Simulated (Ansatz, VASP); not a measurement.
**BiClO: VASP beside Ansatz**

```
CELL_PARAMETERS angstrom
3.88551 0.00000 0.00000
0.00000 3.88551 0.00000
0.00000 0.00000 7.34890
ATOMIC_POSITIONS crystal
Bi 0.50000 0.00000 0.32904
Bi 0.00000 0.50000 0.67096
Cl 0.00000 0.50000 0.14720
Cl 0.50000 0.00000 0.85280
O 0.00000 0.00000 0.50000
O 0.50000 0.50000 0.50000
```

Alike in both runs: task single point; functional LDA; k mesh 6 × 6 × 4; occupations gaussian, width 0.1 eV; no spin polarisation.

```csv
,VASP,Ansatz
version,VASP 6.6.1,Ansatz 0.2.0
potentials or method,"VASP PAW LDA potentials, release 64 (Bi_d, Cl, O), cutoff 520 eV","scalar-relativistic, plane waves, PAW"
valence electrons in the cell,56,56
```

```csv
,VASP,Ansatz,Ansatz less VASP
gap on the k mesh at the Fermi level (eV),2.53,2.55,+0.017
least direct gap on the mesh (eV),2.85,2.85,+0.001
pressure (GPa),-2.9,-3.1,-0.24
"traceless stress, the component that is largest in VASP (GPa)",0.30,0.33,+0.030
rms of the force components (eV/Å),0.039,0.053,+0.0133
```

LDA's correlation is that of Perdew and Zunger in VASP and of Perdew and Wang (1992) in Ansatz. Atom by atom the forces differ by 0.027 eV/Å (rms over components).

Neither program's run includes spin-orbit coupling.
